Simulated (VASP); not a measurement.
Set up this calculation in VASP 6.6.1, as the native input.

* Task: single point
* Functional: PBE
* Potentials or basis: VASP PAW PBE potentials, release 64 (Si, Ir, Pt)
* Cutoff: 520 eV
* k mesh: 6 × 6 × 2
* Occupations: gaussian, width 0.1 eV
* Spin: no spin polarisation
* Dipole correction: no
* Further INCAR settings: ALGO = Normal; EDIFF = 1e-07; NBANDS = 26

The structure of Si4IrPt lies in POSCAR:

```
Si4IrPt
1.0
    4.3897002251     -0.0000000027      0.0000000000
   -2.1948501102      3.8015919113      0.0000000000
    0.0000000000      0.0000000000      9.1912111686
Si Ir Pt
4 1 1
Direct
    0.0000000000      0.0000000000      0.7594722724
    0.0000000000      0.0000000000      0.2405277276
    0.3333333333      0.6666666667      0.5000000000
    0.6666666667      0.3333333333      0.5000000000
    0.0000000000      0.0000000000      0.5000000000
    0.0000000000      0.0000000000      0.0000000000
```

One way to write it, as run:

INCAR

```
PREC = Accurate
ENCUT = 520
EDIFF = 1E-7
ISMEAR = 0
SIGMA = 0.1
LREAL = False
LASPH = True
NELM = 60
ALGO = Normal
ISIF = 2
LWAVE = False
LCHARG = False
GGA = PE
NBANDS = 26
```

KPOINTS

```
regular mesh
0
Gamma
  6 6 2
```

Potentials or basis: VASP PAW PBE potentials, release 64 (Si, Ir, Pt).

Run with:

```sh
$ cat potpaw_PBE.64/Si/POTCAR potpaw_PBE.64/Ir/POTCAR potpaw_PBE.64/Pt/POTCAR > POTCAR
$ mpirun -np 1 vasp_std > vasp.out
```

It gave:

- Pressure: 0.1 GPa
- Largest force: 0.044 eV/Å

Wall time 31 s on 1 thread of Intel(R) Xeon(R) 6975P-C (Granite Rapids), with other jobs on the host, peak memory 0.3 GiB.
